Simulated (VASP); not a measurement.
Runs of VASP 6.6.1 on NaCl. The structure is that of space group Fm-3m (No. 225), or close to it. The cells are those of the table. 

| task | cell | k mesh | cutoff (eV) | smearing | gap on the mesh (eV) | pressure (GPa) |
| --- | --- | --- | --- | --- | --- | --- |
| single point | a = 3.925 Å, angles 60.0°, 2 atoms | 8 × 8 × 8 | 520 | gaussian 0.02 eV | 6.12 | 0.7 |
| single point | a = 4.005 Å, angles 60.0°, 2 atoms | 8 × 8 × 8 | 520 | gaussian 0.02 eV | (c) | -1.0 |
| single point | a = 3.754 Å, angles 60.0°, 2 atoms | 6 × 6 × 6 | 520 | gaussian 0.1 eV | 6.78 | 6.3 |
| relaxation of cell and atoms | relaxed from a = 3.974 Å, angles 60.0°, 2 atoms | 8 × 8 × 8 | 600 | gaussian 0.02 eV | (b) | 0.0 |
| single point | a = 3.884 Å, angles 60.0°, 2 atoms | 8 × 8 × 8 | 520 | gaussian 0.02 eV | 6.27 | (a) |

Alike in all rows: level r2SCAN; potentials or basis VASP PAW PBE potentials, release 64 (Na_pv, Cl); no spin polarisation.

Fill in the values left out.

(a) 1.7; (b) 6.02; (c) 5.87.

Caveats: the PAW data sets were made with another functional, which shifts forces and pressure a little.

A k mesh can miss the band edges.
